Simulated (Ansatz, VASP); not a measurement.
**One calculation of MgF2, two programs**

```
CELL_PARAMETERS angstrom
4.62500 0.00000 0.00000
0.00000 4.62500 0.00000
0.00000 0.00000 3.05200
ATOMIC_POSITIONS crystal
Mg 0.00000 0.00000 0.00000
Mg 0.50000 0.50000 0.50000
F 0.30300 0.30300 0.00000
F 0.19700 0.80300 0.50000
F 0.69700 0.69700 0.00000
F 0.80300 0.19700 0.50000
```

Alike in both runs: task single point; functional PBE; k mesh 4 × 4 × 6; occupations gaussian, width 0.02 eV; no spin polarisation.

```csv
,VASP,Ansatz
version,VASP 6.6.1,Ansatz 0.2.0
potentials or method,"VASP PAW PBE potentials, release 64 (Mg, F), cutoff 600 eV","plane waves, PAW"
valence electrons in the cell,32,48
```

Ansatz gave:

* pressure (GPa): 4.6
* traceless stress, the component that is largest in VASP (GPa): 0.20

Q: What did VASP give for the same quantities?

A: Pressure (GPa): 3.5; traceless stress, the component that is largest in VASP (GPa): 0.14.

With one functional, cell and mesh, what is left measures potentials, basis and numerics. VASP's potentials hold 32 valence electrons a cell and Ansatz's 48, so a difference there can come from the potentials and not from the codes.
